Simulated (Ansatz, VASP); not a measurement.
## Two plane-wave programs on HfB2

```
Hf B
1.0
     3.22159    0.00000    0.00000
    -1.61080    2.78998    0.00000
     0.00000    0.00000    3.57043
Hf B
1 2
Direct
  0.00000 0.00000 0.00000
  0.33333 0.66667 0.50000
  0.66667 0.33333 0.50000
```

Alike in both runs: task single point; functional pbe exchange, lyp correlation; k mesh 11 × 11 × 8; occupations fermi-dirac, width 0.2 eV; no spin polarisation.

|  | VASP | Ansatz |
| --- | --- | --- |
| version | VASP 6.6.1 | Ansatz 0.2.0 |
| potentials or method | VASP PAW PBE potentials, release 64 (Hf_pv, B), cutoff 500 eV | plane waves, PAW |
| valence electrons in the cell | 16 | 32 |

|  | VASP | Ansatz | Ansatz less VASP |
| --- | --- | --- | --- |
| pressure (GPa) | -10.5 | -10.1 | +0.45 |
| traceless stress, the component that is largest in VASP (GPa) | 3.89 | 3.79 | -0.105 |

VASP's potentials were made for PBE, not for pbe exchange, lyp correlation. The functional is the same, so the differences come from potentials, cutoffs and numerics. VASP's potentials hold 16 valence electrons a cell and Ansatz's 32, so a difference there can come from the potentials and not from the codes.

Neither program's run includes spin-orbit coupling.
